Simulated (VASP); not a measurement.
Runs of VASP 6.6.1 on InSb. The structure is that of space group F-43m (No. 216), or close to it. The cells are those of the table. 

```csv
cell,gap on the mesh (eV),pressure (GPa)
"a = 4.718 Å, angles 60.0°, 2 atoms",none,-0.6
"a = 4.548, b = 4.548, c = 4.443 Å, angles 60.8, 60.8, 58.5°, 2 atoms",none,5.7
"a = 4.513, b = 4.513, c = 4.443 Å, angles 60.5, 60.5, 59.0°, 2 atoms",0.11,(a)
"a = 4.581, b = 4.581, c = 4.512 Å, angles 60.5, 60.5, 59.0°, 2 atoms",none,3.9
"a = 4.512 Å, angles 60.0°, 2 atoms",0.08,5.7
"a = 4.649 Å, angles 60.0°, 2 atoms",none,1.0
"a = 4.443 Å, angles 60.0°, 2 atoms",(c),8.9
"a = 4.547, b = 4.547, c = 4.512 Å, angles 60.3, 60.3, 59.5°, 2 atoms",none,(b)
```

Alike in all rows: task single point; level PBE; potentials or basis VASP PAW PBE potentials, release 64 (In_d, Sb); no spin polarisation; k mesh 12 × 12 × 12; cutoff (eV) 520; smearing gaussian 0.15 eV.

Q: Estimate the missing entries.

A: (a) 6.7; (b) 4.8; (c) 0.35.

Caveats: semilocal functionals underestimate gaps, and a narrow one can read as zero; spin-orbit coupling is left out, which moves the levels of the heavy elements; the cell stands under pressure (at least some runs); the smearing spreads over this small gap (at least some runs).

A k mesh can miss the band edges, and the runs leave out spin-orbit coupling on In, Sb.

A gap of «none» marks levels without a gap at the run's occupations.
